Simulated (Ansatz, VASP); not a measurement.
**Two plane-wave programs on NiO2**

INCAR

```
SYSTEM = NiO2
  PREC = Accurate
  ENCUT = 520
  EDIFF = 1E-6
  ISMEAR = 0
  SIGMA = 0.05
  LREAL = .FALSE.
  LASPH = .TRUE.
  NELM = 80
  ALGO = Normal
  ISIF = 2
  LWAVE = .FALSE.
  LCHARG = .FALSE.
  GGA = PS
  NBANDS = 18
```

File KPOINTS:

```
Automatic mesh
0
G
  12 12 6
  0 0 0
```

The input POSCAR:

```
NiO2
1.0
    2.8419904474      0.0000000000      0.0000000000
   -1.4209952237      2.4612359247      0.0000000000
    0.0000000000      0.0000000000      4.7717019612
Ni O
1 2
Direct
    0.0000000000      0.0000000000      0.5000000000
    0.6666666667      0.3333333333      0.6876599244
    0.3333333333      0.6666666667      0.3123400756
```

Input for Ansatz:

```yaml
crystal:
  lattice:
    - [2.8419904474, 0.0, 0.0]
    - [-1.4209952237, 2.4612359247, 0.0]
    - [0.0, 0.0, 4.7717019612]
  atoms:
    - { symbol: Ni, position: [0.0, 0.0, 0.5] }
    - { symbol: O, position: [0.6666666667, 0.3333333333, 0.6876599244] }
    - { symbol: O, position: [0.3333333333, 0.6666666667, 0.3123400756] }
basis:
  ecutwfc: 520.0
kpoints:
  mp_grid: { grid: [12, 12, 6] }
hamiltonian:
  xc: pbesol
scf:
  occupations: { method: gaussian, width: 0.05 }
output:
  forces: true
  stress: true
  eigenvalues: true
```

Alike in both runs: task single point; functional PBEsol; k mesh 12 × 12 × 6; occupations gaussian, width 0.05 eV; no spin polarisation.

|  | VASP | Ansatz |
| --- | --- | --- |
| version | VASP 6.6.1 | Ansatz 0.2.0 |
| potentials or method | VASP PAW PBE potentials, release 64 (Ni, O), cutoff 520 eV | scalar-relativistic, plane waves, PAW |
| valence electrons in the cell | 22 | 30 |

VASP gave:

- gap on the k mesh at the Fermi level (eV): 0.92
- least direct gap on the mesh (eV): 1.21
- pressure (GPa): -2.8
- traceless stress, the component that is largest in VASP (GPa): 4.93
- rms of the force components (eV/Å): 0.121

Task: Which values does Ansatz return?

Result: gap on the k mesh at the Fermi level (eV): 0.95; least direct gap on the mesh (eV): 1.24; pressure (GPa): -3.6; traceless stress, the component that is largest in VASP (GPa): 5.36; rms of the force components (eV/Å): 0.097.

VASP's potentials were made for PBE, not for PBEsol. Atom by atom the forces differ by 0.025 eV/Å (rms over components). VASP's potentials hold 22 valence electrons a cell and Ansatz's 30, so a difference there can come from the potentials and not from the codes.
